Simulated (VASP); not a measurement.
A run of VASP 6.6.1:

INCAR

```
SYSTEM = FeSi3Ni
PREC = Accurate ; ENCUT = 520
EDIFF = 1E-6 ; ISMEAR = 0
SIGMA = 0.1 ; LREAL = .False.
LASPH = .True. ; NELM = 150
ALGO = Normal ; ISIF = 2
LWAVE = .False. ; LCHARG = .True.
ISPIN = 2 ; MAGMOM = 3.33 0 0 0 0
LORBIT = 11 ; LMAXMIX = 4
GGA = PE ; LELF = .True.
LVHAR = .True. ; NBANDS = 27
```

The input KPOINTS:

```
regular mesh
0
Gamma
  10 10 10
  0 0 0
```

POSCAR

```
FeSi3Ni
1.0
    4.3559200600      0.0000000000      0.0000000000
    0.0000000000      4.3559200600      0.0000000000
    0.0000000000      0.0000000000      4.3559200600
Fe Si Ni
1 3 1
Direct
    0.0000000000      0.0000000000      0.0000000000
    0.0000000000      0.5000000000      0.5000000000
    0.5000000000      0.0000000000      0.5000000000
    0.5000000000      0.5000000000      0.0000000000
    0.5000000000      0.5000000000      0.5000000000
```

Potentials or basis: VASP PAW PBE potentials, release 64 (Fe, Si, Ni).

Launch:

```console
$ cat potpaw_PBE.64/Fe/POTCAR potpaw_PBE.64/Si/POTCAR potpaw_PBE.64/Ni/POTCAR > POTCAR
$ mpirun -np 1 vasp_std > vasp.out
```

Hardware: 1 thread of AMD EPYC 7R13 Processor (Zen 3), with other jobs on the host.

**Question.** How long does it take, and how much memory?

**Answer.** It took 3.6 min on 1 thread of AMD EPYC 7R13 Processor (Zen 3) (shared host), peak memory 0.31 GiB. Counts: scf iterations 19, k points 56.
